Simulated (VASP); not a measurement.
SiO2, 9 atoms in the cell. Symmetry: P6_422, No. 181, hexagonal system. Conventional cell: a = 5.190 Å, b = 5.190 Å, c = 5.525 Å, α = 90.00°, β = 90.00°, γ = 120.00°. Si (site symmetry 222) has 4 O at 1.64 Å within 2.2 Å. Within 2.2 Å of O (site symmetry 2) lie 2 Si at 1.64 Å.  This cell differs from its parent crystal: strain +0.0300 x Voigt [1, 1, 0, 0, 0, 0].

```yaml
Program: VASP 6.6.1
Task: single point
Functional: LDA
Potentials_or_basis: VASP PAW LDA potentials, release 64 (Si, O)
Cutoff: 520 eV
k_mesh: 6 × 6 × 4
Occupations: gaussian, width 0.05 eV
Spin: no spin polarisation
Dipole_correction: no
Further_INCAR_settings: ALGO = Normal; EDIFF = 1e-07; NBANDS = 34
```

Potentials or basis: VASP PAW LDA potentials, release 64 (Si, O).

The run is started by

```sh
$ cat potpaw_LDA.64/Si/POTCAR potpaw_LDA.64/O/POTCAR > POTCAR
$ mpirun -np 1 vasp_std > vasp.out
```

Hardware: 1 thread of Intel(R) Xeon(R) Platinum 8375C CPU @ 2.90GHz (Ice Lake), on a shared host.

**Question.** Estimate the wall time of this run.

**Answer.** It took 100 s on 1 thread of Intel(R) Xeon(R) Platinum 8375C CPU @ 2.90GHz (Ice Lake), with other jobs on the host, peak memory 0.22 GiB. Counts: scf iterations 14, k points 21.
